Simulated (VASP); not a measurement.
# Dy3GaS2 (P4/mmm) in VASP: single point with PBE

Aim: the single point of Dy3GaS2 with PBE.

All numbers are computed with VASP 6.6.1; they aren't measurements. Logs are shortened: lines on timing, memory, paths and dates and some standing lists are left out, and cuts for length are marked.

### 1 The cell of the first run

The structure is tetragonal, space group P4/mmm (No. 123). Conventional cell: a = 3.734 Å, b = 3.734 Å, c = 12.838 Å, α = 90.00°, β = 90.00°, γ = 90.00°. Dy (site symmetry 4mm) has 1 Ga at 2.83 Å and 5 Dy at 3.59 to 3.73 Å and 4 S at 3.87 Å within 3.9 Å. Dy (site symmetry 4/mmm) has 4 S at 2.64 Å and 6 Dy at 3.59 to 3.73 Å within 3.8 Å. Ga (site symmetry 4/mmm) has 4 S at 2.64 Å and 2 Dy at 2.83 Å within 3.5 Å. Within 3.5 Å of S (site symmetry 4/mmm) lie 4 Dy at 2.64 Å. Within 3.5 Å of S (site symmetry 4/mmm) lie 4 Ga at 2.64 Å.

The cell was generated, and may not be a known phase.

### 2 Single point, PBE

INCAR

```
  ALGO = Normal
  EDIFF = 1E-6
  ENCUT = 500
  GGA = PE
  GGA_COMPAT = F
  ISIF = 2
  ISMEAR = 0
  LASPH = T
  LCHARG = T
  LELF = T
  LMAXMIX = 6
  LREAL = F
  LVHAR = T
  LWAVE = F
  NBANDS = 35
  NELM = 200
  PREC = Accurate
  SIGMA = 0.2
```

KPOINTS

```
k-points
0
Gamma
  4 4 2
```

POSCAR

```
Dy3GaS2
1.0
    3.7337390559      0.0000000000      0.0000000000
    0.0000000000      3.7337390559      0.0000000000
    0.0000000000      0.0000000000     12.8379581459
Dy Ga S
3 1 2
Direct
    0.0000000000      0.0000000000      0.2201102348
    0.0000000000      0.0000000000      0.7798897652
    0.0000000000      0.0000000000      0.5000000000
    0.0000000000      0.0000000000      0.0000000000
    0.5000000000      0.5000000000      0.5000000000
    0.5000000000      0.5000000000      0.0000000000
```

Potentials or basis: VASP PAW PBE potentials, release 64 (Dy_3, Ga_d, S), 4f in core.

Launch:

```sh
> cat potpaw_PBE.64/Dy_3/POTCAR potpaw_PBE.64/Ga_d/POTCAR potpaw_PBE.64/S/POTCAR > POTCAR
> mpirun -np 1 vasp_std > vasp.out
```

OUTCAR:

```text
EDIFF = 1E-6
   ENCUT = 500
   GGA = PE
   ISIF = 2
   ISMEAR = 0
   LASPH = T
   LREAL = F
   NELM = 200
   PREC = Accurate

 ion  position               nearest neighbor table
   1  0.000  0.000  0.220-   4 2.83   3 3.59
   2  0.000  0.000  0.780-   4 2.83   3 3.59
   3  0.000  0.000  0.500-   5 2.64   5 2.64   5 2.64   5 2.64   1 3.59   2 3.59
   4  0.000  0.000  0.000-   6 2.64   6 2.64   6 2.64   6 2.64   1 2.83   2 2.83
   5  0.500  0.500  0.500-   3 2.64   3 2.64   3 2.64   3 2.64
   6  0.500  0.500  0.000-   4 2.64   4 2.64   4 2.64   4 2.64

  LATTYP: Found a simple tetragonal cell.
 ALAT       =     3.7337390559
 C/A-ratio  =     3.4383651224

  Lattice vectors:

 A1 = (   3.7337390559,   0.0000000000,   0.0000000000)
 A2 = (   0.0000000000,   3.7337390559,   0.0000000000)
 A3 = (   0.0000000000,   0.0000000000,  12.8379581459)

Analysis of symmetry for initial positions (statically):
=====================================================================
 Subroutine PRICEL returns:
 Original cell was already a primitive cell.

 Routine SETGRP: Setting up the symmetry group for a
 simple tetragonal supercell.

 Subroutine GETGRP returns: Found 16 space group operations
 (whereof 16 operations were pure point group operations)
 out of a pool of 16 trial point group operations.

The static configuration has the point symmetry D_4h.

Analysis of symmetry for dynamics (positions and initial velocities):
=====================================================================
 Subroutine PRICEL returns:
 Original cell was already a primitive cell.

 Routine SETGRP: Setting up the symmetry group for a
 simple tetragonal supercell.

 Subroutine GETGRP returns: Found 16 space group operations
 (whereof 16 operations were pure point group operations)
 out of a pool of 16 trial point group operations.

The dynamic configuration has the point symmetry D_4h.

 Subroutine INISYM returns: Found 16 space group operations
 (whereof 16 operations are pure point group operations),
 and found     1 'primitive' translations

----------------------------------------------------------------------------------------

                                     Primitive cell

  volume of cell :     178.9715

[... 82 lines left out ...]
   NELM   =    200;   NELMIN=  2; NELMDL= -5     # of ELM steps
   EDIFF  = 0.1E-05   stopping-criterion for ELM
   LREAL  =      F    real-space projection
   EDIFFG = 0.1E-04   stopping-criterion for IOM
   NSW    =      0    number of steps for IOM
   IBRION =     -1    ionic relax: 0-MD 1-quasi-New 2-CG
   NFREE  =      0    steps in history (QN), initial steepest desc. (CG)
   ISIF   =      2    stress and relaxation
   ISYM   =      2    0-nonsym 1-usesym 2-fastsym
   POTIM  = 0.5000    time-step for ionic-motion
   TEBEG  =    0.0;   TEEND  =   0.0 temperature during run
   PSTRESS=    0.0 pullay stress
   NELECT =      52.0000    total number of electrons
   NUPDOWN=      -1.0000    fix difference up-down
   EMIN   =  10.00;   EMAX   =-10.00  energy-range for DOS
   EFERMI =   0.00;   METHOD = LEGACY
   ISMEAR =     0;   SIGMA  =   0.20  broadening in eV -4-tet -1-fermi 0-gaus
   EFERMI_NEDOS =   21; number of points for ismear=-14 and -15
   IALGO  =     38    algorithm
   IMIX   =      4    mixing-type and parameters
     AMIX     =   0.40;   BMIX     =  1.00
     AMIX_MAG =   1.60;   BMIX_MAG =  1.00
  volume/ion in A,a.u.               =      29.83       201.29
  Fermi-wavevector in a.u.,A,eV,Ry     =   1.084296  2.049023 15.996349  1.175699
  Thomas-Fermi vector in A             =   2.220383
   LORBIT       =      0    0 simple, 1 ext, 2 COOP (PROOUT), +10 PAW based schemes
   GGA     = PE    functional components
   LHFCALC =     F    Hartree Fock is set to
   AEXX    =    0.0000 exact exchange contribution
   IVDW    =     0    specifies the selected vdW correction
   LEPSILON=     F    determine dielectric tensor
   LRPA    =     F    only Hartree local field effects (RPA)
 non-spin polarized calculation
 Gauss-broadening in eV      SIGMA  =   0.20
  energy-cutoff  :      500.00
  volume of cell :      178.97
 maximum number of plane-waves:      4584
 NGX is ok and might be reduce to    28
   NGX = 13   NGY = 13   NGZ = 47

 number of electron      51.9999996 magnetization

 Free energy of the ion-electron system (eV)
  ---------------------------------------------------
  ext. energy  EPLUGINS =         0.00000000
  ---------------------------------------------------
  free energy    TOTEN  =       -26.02214379 eV

  energy without entropy =      -25.87043377  energy(sigma->0) =      -25.94628878

 E-fermi :   3.3149     XC(G=0):  -9.1594

 val. band max:        3.2842321449   @ k =   0.5000   0.0000   0.0000
 cond. band min:       3.3263593194   @ k =   0.2500   0.2500   0.0000
 fundamental gap:      0.0421271745
 Fermi energy:         3.3149323803

 k-point     1 :       0.0000    0.0000    0.0000
  band No.  band energies     occupation
      1     -20.9257      2.00000
      2     -20.9104      2.00000
      3     -20.8852      2.00000
      4     -20.8852      2.00000
      5     -20.8852      2.00000
      6     -20.8852      2.00000
[... 445 lines left out ...]
     34       5.7159      0.00000
     35       6.1550      0.00000

------------------------ aborting loop because EDIFF is reached ----------------------------------------

  FORCE on cell =-STRESS in cart. coord.  units (eV):
  Direction    XX          YY          ZZ          XY          YZ          ZX
  --------------------------------------------------------------------------------------
  -------------------------------------------------------------------------------------
  Total        0.0297488      0.0297488      0.0734354      0.0000000     -0.0000000      0.0000000
  in kB        0.2663150      0.2663150      0.6574040      0.0000000     -0.0000000      0.0000000
  external PRESSURE =       0.3966780 kB  Pullay stress =       0.0000000 kB

 VOLUME and BASIS-vectors are now :
 -----------------------------------------------------------------------------
  energy-cutoff  :      500.00
  volume of cell :      178.97
      direct lattice vectors                 reciprocal lattice vectors
     3.733739056  0.000000000  0.000000000     0.267828036  0.000000000  0.000000000
     0.000000000  3.733739056  0.000000000     0.000000000  0.267828036  0.000000000
     0.000000000  0.000000000 12.837958146     0.000000000  0.000000000  0.077894007

 POSITION                                       TOTAL-FORCE (eV/Angst)
 -----------------------------------------------------------------------------------
      0.00000      0.00000      2.82577        -0.000000     -0.000000      0.012041
      0.00000      0.00000     10.01219         0.000000      0.000000     -0.012041
      0.00000      0.00000      6.41898         0.000000      0.000000      0.000000
      0.00000      0.00000      0.00000         0.000000      0.000000      0.000000
      1.86687      1.86687      6.41898         0.000000      0.000000      0.000000
      1.86687      1.86687      0.00000         0.000000      0.000000      0.000000
 -----------------------------------------------------------------------------------
    total drift:                               -0.000000      0.000000     -0.000000

  FREE ENERGIE OF THE ION-ELECTRON SYSTEM (eV)
  ---------------------------------------------------
  free  energy   TOTEN  =       -26.0221437853 eV

  energy  without entropy=      -25.8704337657  energy(sigma->0) =      -25.94628878
```

Wall time 41 s (1 thread of AMD EPYC 9R45 (Zen 5), shared host); peak memory 0.26 GiB.

What came out:

* Free energy: -26.0221 eV
* Pressure: 0.0 GPa
* Largest force: 0.012 eV/Å
* Band gap on the k mesh: zero (bands 26 and 27 overlap by 0.92 eV)

Forces on the atoms (eV/Å):
```
Dy   0.000  0.000  0.012
Dy   0.000  0.000 -0.012
Dy   0.000  0.000  0.000
Ga   0.000  0.000  0.000
S    0.000  0.000  0.000
S    0.000  0.000  0.000
```

Caveat: the k points lie up to 0.42 Å⁻¹ apart, too coarse for converged energies and pressures of a metal; spin-orbit coupling is left out, which moves the levels of the heavy elements; the 4f electrons are frozen in the core, so they carry no moment and show no levels; the run has no spin polarisation, though such a crystal can be magnetic. Spin polarisation is off, so any magnetic state and its effect on volume and gap are missing.

The gap in the log of VASP goes by the Fermi energy; the results here count the filled bands.